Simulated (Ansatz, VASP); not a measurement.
Two plane-wave programs on Yb

```
Yb
1.0
     0.00000    2.54020    2.54020
     2.54020    0.00000    2.54020
     2.54020    2.54020    0.00000
Yb
1
Direct
  0.00000 0.00000 0.00000
```

Alike in both runs: task single point; functional PBE; k mesh 16 × 16 × 16; occupations gaussian, width 0.15 eV; no spin polarisation.

```csv
,VASP,Ansatz
version,VASP 6.6.1,Ansatz 0.2.0
potentials or method,"VASP PAW PBE potentials, release 64 (Yb), cutoff 520 eV","scalar-relativistic, plane waves, PAW"
valence electrons in the cell,24,24
```

Ansatz gave:

| Property | Result |
| --- | --- |
| gap on the k mesh at the Fermi level (eV) | none |
| pressure (GPa) | 1.8 |

Task: Which values does VASP return?

Result: gap on the k mesh at the Fermi level (eV): none; pressure (GPa): 1.6.

A gap of «none» marks a metal or a gap that the smearing closes.

Spin-orbit coupling is off throughout.
